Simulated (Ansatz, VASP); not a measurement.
## AlCo3: VASP beside Ansatz

```
Al Co
1.0
     3.57495    0.00000    0.00000
     0.00000    3.57495    0.00000
     0.00000    0.00000    3.57495
Al Co
1 3
Cartesian
  0.0000 0.0000 0.0000
  1.7875 1.7875 0.0000
  1.7875 0.0000 1.7875
  0.0000 1.7875 1.7875
```

Alike in both runs: task single point; functional r2SCAN; k mesh 12 × 12 × 12; occupations gaussian, width 0.1 eV; no spin polarisation.

```csv
,VASP,Ansatz
version,VASP 6.6.1,Ansatz 0.2.0
potentials or method,"VASP PAW PBE potentials, release 64 (Al, Co), cutoff 520 eV","scalar-relativistic, plane waves, PAW"
valence electrons in the cell,30,54
```

```csv
,VASP,Ansatz,Ansatz less VASP
gap on the k mesh at the Fermi level (eV),none,none,-
pressure (GPa),-13.2,-13.1,+0.03
```

VASP's potentials were made for PBE, not for r2SCAN. A gap of «none» marks a metal or a gap that the smearing closes. The functional is the same, so the differences come from potentials, cutoffs and numerics. VASP's potentials hold 30 valence electrons a cell and Ansatz's 54, so a difference there can come from the potentials and not from the codes.
